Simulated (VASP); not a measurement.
Set up this calculation in VASP 6.6.1, as the native input.

| Property | Result |
| --- | --- |
| Task | electric field gradients |
| Functional | LDA |
| Potentials or basis | VASP PAW LDA potentials, release 64 (Hg, Te) |
| Cutoff | 520 eV |
| k mesh | 12 × 12 × 12 |
| Occupations | fermi-dirac, width 0.08 eV |
| Spin | no spin polarisation |
| Dipole correction | no |
| Further INCAR settings | ALGO = Normal; EDIFF = 1e-08; NBANDS = 16 |

The structure of HgTe lies in POSCAR:

```
HgTe
1.0
    0.0000000000      2.9215000000      2.9215000000
    2.9215000000      0.0000000000      2.9215000000
    2.9215000000      2.9215000000      0.0000000000
Hg Te
1 1
Direct
    0.0000000000      0.0000000000      0.0000000000
    0.5000000000      0.5000000000      0.5000000000
```

The input as run:

INCAR

```
SYSTEM = HgTe
PREC = Accurate
ENCUT = 520
EDIFF = 1E-8
ISMEAR = -1
SIGMA = 0.08
LREAL = .FALSE.
LASPH = .TRUE.
NELM = 100
ALGO = Normal
ISIF = 2
LWAVE = .FALSE.
LCHARG = .FALSE.
GGA = CA
LEFG = .TRUE.
NBANDS = 16
```

KPOINTS

```
Automatic mesh
0
G
  12 12 12
  0 0 0
```

Potentials or basis: VASP PAW LDA potentials, release 64 (Hg, Te).

Launch:

```sh
$ cat potpaw_LDA.64/Hg/POTCAR potpaw_LDA.64/Te/POTCAR > POTCAR
$ mpirun -np 1 vasp_std > vasp.out
```

Results of the run:

- Pressure: 4.5 GPa
- Band gap on the k mesh: zero (bands 9 and 10 overlap by 3.25 eV)
- Largest electric field gradient by atom: zero within the noise of the run

Caveat: the cell stands under pressure; spin-orbit coupling is left out, which moves the levels of the heavy elements.

It took 18 s on 1 thread of Intel(R) Xeon(R) 6975P-C (Granite Rapids), with other jobs on the host, peak memory 0.19 GiB.
